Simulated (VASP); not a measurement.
Write the native input for VASP 6.6.1 that does the following.

* Task: single point
* Functional: LDA
* Potentials or basis: VASP PAW LDA potentials, release 64 (Hg, Te)
* Cutoff: 520 eV
* k mesh: 7 × 7 × 7
* Occupations: fermi-dirac, width 0.05 eV
* Spin: no spin polarisation
* Dipole correction: no
* Further INCAR settings: ALGO = Normal; EDIFF = 1e-06; NBANDS = 16

The structure of HgTe lies in POSCAR:

```
HgTe
1.0
    0.0000000000      3.1800000000      3.1800000000
    3.1800000000      0.0000000000      3.1800000000
    3.1800000000      3.1800000000      0.0000000000
Hg Te
1 1
Direct
    0.0000000000      0.0000000000      0.0000000000
    0.5000000000      0.5000000000      0.5000000000
```

These files were run (other wordings do the same):

INCAR

```
  PREC = Accurate
  ENCUT = 520
  EDIFF = 1E-6
  ISMEAR = -1
  SIGMA = 0.05
  LREAL = F
  LASPH = T
  NELM = 80
  ALGO = Normal
  ISIF = 2
  LWAVE = F
  LCHARG = T
  LELF = T
  LVHAR = T
  NBANDS = 16
```

KPOINTS

```
regular mesh
0
Gamma
  7 7 7
```

Potentials or basis: VASP PAW LDA potentials, release 64 (Hg, Te).

Command:

```sh
$ cat potpaw_LDA.64/Hg/POTCAR potpaw_LDA.64/Te/POTCAR > POTCAR
$ mpirun -np 1 vasp_std > vasp.out
```

It gave:

| Item | Value |
| --- | --- |
| Pressure | -7.7 GPa |
| Band gap on the k mesh | zero (band 9 reaches 3.07 eV, above the bottom of band 10 at 1.13 eV) |

Caveat: spin-orbit coupling is left out, which moves the levels of the heavy elements.

Wall time 14 s on 1 thread of AMD EPYC 9R45 (Zen 5), with other jobs on the host, peak memory 0.14 GiB.
